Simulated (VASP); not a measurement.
Input of a VASP 6.6.1 run:

Contents of INCAR:

```
PREC = Accurate
ENCUT = 600
EDIFF = 1E-6
ISMEAR = 0
SIGMA = 0.01
LREAL = False
LASPH = True
NELM = 200
ALGO = Normal
ISIF = 2
LWAVE = False
LCHARG = True
MAGMOM = 0 0 0 0 0 0 0 0 0 0 0 0
LORBIT = 11
LSORBIT = True
GGA_COMPAT = False
LORBMOM = True
GGA = CA
LVHAR = True
NBANDS = 48
```

Contents of KPOINTS:

```
regular mesh
0
Gamma
  6 6 6
```

POSCAR

```
KTlO2
1.0
    1.7267621500      0.9969465921      6.1022400000
   -1.7267621500      0.9969465921      6.1022400000
    0.0000000000     -1.9938931843      6.1022400000
K Tl O
1 1 2
Direct
    0.5000000000      0.5000000000      0.5000000000
    0.0000000000      0.0000000000      0.0000000000
    0.7320842567      0.7320842567      0.7320842567
    0.2679157433      0.2679157433      0.2679157433
```

Potentials or basis: VASP PAW LDA potentials, release 64 (K_sv, Tl_d, O).

Command:

```sh
$ cat potpaw_LDA.64/K_sv/POTCAR potpaw_LDA.64/Tl_d/POTCAR potpaw_LDA.64/O/POTCAR > POTCAR
$ mpirun -np 1 vasp_ncl > vasp.out
```

(1) What does it give for the largest force?

(2) What does it give for the net moment?

(3) What does it give for the pressure?

Answers

(1) 0.103 eV/Å.

(2) 0.00 μB per cell.

(3) -4.5 GPa.

Caveat: the cell stands under tension.
